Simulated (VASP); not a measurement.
Wanted: the native input for a VASP 6.6.1 run.

| Item | Value |
| --- | --- |
| Task | single point |
| Functional | PBE |
| Potentials or basis | VASP PAW PBE potentials, release 64 (Si, Hf_pv) |
| Cutoff | 520 eV |
| k mesh | 10 × 10 × 1 |
| Occupations | gaussian, width 0.1 eV |
| Spin | no spin polarisation |
| Dipole correction | yes |
| Further INCAR settings | ALGO = Normal; EDIFF = 1e-06; NBANDS = 48 |

The structure of HfSi2 lies in POSCAR:

```
HfSi2
1.0
    3.6590707965      0.0000000000      0.0000000000
    0.0000000000      3.6826381131      0.0000000000
    0.0000000000      0.0000000000     27.4881519790
Si Hf
8 4
Direct
    0.2500000000      0.0000000000      0.2704467990
    0.7500000000      0.5000000000      0.2707294828
    0.2500000000      0.5000000000      0.3734158739
    0.7500000000      0.5000000000      0.4332054751
    0.2500000000      0.5000000000      0.5383452555
    0.7500000000      0.0000000000      0.5378187548
    0.2500000000      0.0000000000      0.6457356990
    0.7500000000      0.0000000000      0.7152431899
    0.7500000000      0.0000000000      0.3514945461
    0.2500000000      0.0000000000      0.4605465210
    0.7500000000      0.5000000000      0.6145181633
    0.2500000000      0.5000000000      0.7189357106
```

One way to write it, as run:

INCAR

```
SYSTEM = HfSi2
PREC = Accurate
ENCUT = 520
EDIFF = 1E-6
ISMEAR = 0
SIGMA = 0.1
LREAL = .False.
LASPH = .True.
NELM = 60
ALGO = Normal
ISIF = 2
LWAVE = .False.
LCHARG = .False.
LDIPOL = .True.
IDIPOL = 3
DIPOL = 0.5 0.5 0.494
GGA = PE
NBANDS = 48
```

KPOINTS

```
regular mesh
0
Gamma
  10 10 1
  0 0 0
```

Potentials or basis: VASP PAW PBE potentials, release 64 (Si, Hf_pv).

Command:

```bash
$ cat potpaw_PBE.64/Si/POTCAR potpaw_PBE.64/Hf_pv/POTCAR > POTCAR
$ mpirun -np 1 vasp_std > vasp.out
```

It gave:

- Largest force: 0.020 eV/Å
- Band gap on the k mesh: zero (band 36 reaches 2.72 eV, above the bottom of band 37 at 1.63 eV)

Caveat: spin-orbit coupling is left out, which moves the levels of the heavy elements.

Wall time 64 min on 1 thread of AMD EPYC 7R13, with other jobs on the host, peak memory 0.73 GiB.
